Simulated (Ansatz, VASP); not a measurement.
**Si8S in VASP and in Ansatz**

```
Si S
1.0
     3.81552    0.00000    0.00000
     0.00000    6.31294    0.00000
     0.00000    0.00000   21.23187
Si S
8 1
Direct
  0.00000 0.93690 0.18840
  0.00000 0.56310 0.18840
  0.50000 0.43690 0.24027
  0.50000 0.06310 0.24027
  0.50000 0.93327 0.34466
  0.50000 0.56673 0.34466
  0.00000 0.42663 0.38771
  0.00000 0.07337 0.38771
  0.50000 0.42663 0.49133
```

Alike in both runs: task single point; functional PBE; dispersion D3(BJ); k mesh 7 × 4 × 1; occupations gaussian, width 0.05 eV; collinear spin.

```csv
,VASP,Ansatz
version,VASP 6.6.1,Ansatz 0.2.0
potentials or method,"VASP PAW PBE potentials, release 64 (Si, S), cutoff 520 eV","scalar-relativistic, plane waves, PAW"
valence electrons in the cell,38,38
```

|  | VASP | Ansatz | Ansatz less VASP |
| --- | --- | --- | --- |
| gap on the k mesh at the Fermi level (eV) | none | none | - |
| rms of the force components (eV/Å) | 0.634 | 0.633 | -0.0004 |
| net moment per atom (μB) | 0.03 | 0.03 | -0.001 |
| size of the moment on the site where the two differ most (μB) | 0.11 | 0.15 | +0.034 |

Site moments also hang on the region over which each program counts them. Atom by atom the forces differ by 0.003 eV/Å (rms over components). A gap of «none» marks a metal or a gap that the smearing closes. Ansatz's warnings: xc potential rough in thin density.
